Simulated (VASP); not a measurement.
Here is a VASP 6.6.1 calculation.

INCAR

```
SYSTEM = La2AlF
ALGO     = Normal         ! electronic algorithm
EDIFF    = 1E-7           ! SCF threshold, eV
ENCUT    = 520            ! plane-wave cutoff, eV
GGA      = PE             ! functional
ISIF     = 2              ! what is computed and relaxed
ISMEAR   = 0              ! smearing method
LASPH    = .TRUE.         ! aspherical terms in the spheres
LCHARG   = .TRUE.         ! write CHGCAR
LELF     = .TRUE.         ! ELF
LREAL    = .FALSE.        ! projectors in reciprocal space
LVHAR    = .TRUE.       
LWAVE    = .FALSE.        ! write WAVECAR
NBANDS   = 24             ! bands
NELM     = 80             ! most SCF steps
PREC     = Accurate       ! precision mode
SIGMA    = 0.1            ! smearing width, eV
```

File KPOINTS:

```
k-points
0
G
  6 6 4
  0 0 0
```

The input POSCAR:

```
La2AlF
1.0
    3.7683323796      0.0000000027      0.0000000000
   -1.8841661922      3.2634715693      0.0000000000
    0.0000000000      0.0000000000      7.9627562942
La Al F
2 1 1
Direct
    0.3333333333      0.6666666667      0.7144087782
    0.6666666667      0.3333333333      0.2855912218
    0.0000000000      0.0000000000      0.0000000000
    0.0000000000      0.0000000000      0.5000000000
```

Potentials or basis: VASP PAW PBE potentials, release 64 (La, Al, F).

Command:

```console
$ cat potpaw_PBE.64/La/POTCAR potpaw_PBE.64/Al/POTCAR potpaw_PBE.64/F/POTCAR > POTCAR
$ mpirun -np 1 vasp_std > vasp.out
```

Problem. What does it give for the pressure?

Solution. 0.0 GPa.

Problem. What does it give for the band gap on the k mesh?

Solution. Zero (band 16 reaches 8.51 eV, above the bottom of band 17 at 7.79 eV).

Problem. Predict the largest force.

Solution. 0.019 eV/Å.

Forces on the atoms (eV/Å):
```
La   0.000  0.000  0.019
La   0.000  0.000 -0.019
Al   0.000  0.000  0.000
F    0.000  0.000  0.000
```

Caveat: spin-orbit coupling is left out, which moves the levels of the heavy elements.
